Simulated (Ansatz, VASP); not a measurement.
**One calculation of TiSi2, two programs**

```
CELL_PARAMETERS angstrom
-1.48569 1.53442 4.20475
1.48569 -1.53442 4.20475
1.48569 1.53442 -4.20475
ATOMIC_POSITIONS crystal
Ti 0.00000 0.00000 0.00000
Si 0.32964 0.32964 0.00000
Si 0.67036 0.67036 0.00000
```

Change from the starting cell: strain -0.1000 x Voigt [0, 1, 0, 0, 0, 0], atoms carried along.

Alike in both runs: task single point; functional PBE; k mesh 22 × 22 × 22; occupations gaussian, width 0.15 eV; no spin polarisation.

|  | VASP | Ansatz |
| --- | --- | --- |
| version | VASP 6.6.1 | Ansatz 0.2.0 |
| potentials or method | VASP PAW PBE potentials, release 64 (Ti_sv, Si), cutoff 520 eV | scalar-relativistic, plane waves, PAW |
| valence electrons in the cell | 20 | 20 |

|  | VASP | Ansatz | Ansatz less VASP |
| --- | --- | --- | --- |
| gap on the k mesh at the Fermi level (eV) | none | none | - |
| pressure (GPa) | 18.9 | 19.0 | +0.09 |
| traceless stress, the component that is largest in VASP (GPa) | 6.41 | 6.41 | +0.004 |
| rms of the force components (eV/Å) | 0.177 | 0.178 | +0.0005 |

Atom by atom the forces differ by 0.001 eV/Å (rms over components). A gap of «none» marks a metal or a gap that the smearing closes.
